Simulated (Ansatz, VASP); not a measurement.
**Be: VASP beside Ansatz**

```
CELL_PARAMETERS angstrom
2.13227 0.00000 0.00000
-0.71076 2.01033 0.00000
-0.71076 -1.00516 1.74099
ATOMIC_POSITIONS crystal
Be 0.00000 0.00000 0.00000
```

Alike in both runs: functional LDA; k mesh 15 × 15 × 15; occupations fermi-dirac, width 0.1 eV; no spin polarisation.

Ansatz relaxed the structure, and its values are those at the end. VASP's run is a single point on that final structure, the one shown.

```csv
,VASP,Ansatz
version,VASP 6.6.1,Ansatz 0.2.0
potentials or method,"VASP PAW LDA potentials, release 64 (Be), cutoff 520 eV","plane waves, PAW"
valence electrons in the cell,2,2
```

VASP gave:

```
pressure (GPa) : 0.4
```

**Question.** What did Ansatz give for the same quantities?

**Answer.** Pressure (GPa): 0.0.

LDA's correlation is that of Perdew and Zunger in VASP and of Perdew and Wang (1992) in Ansatz.
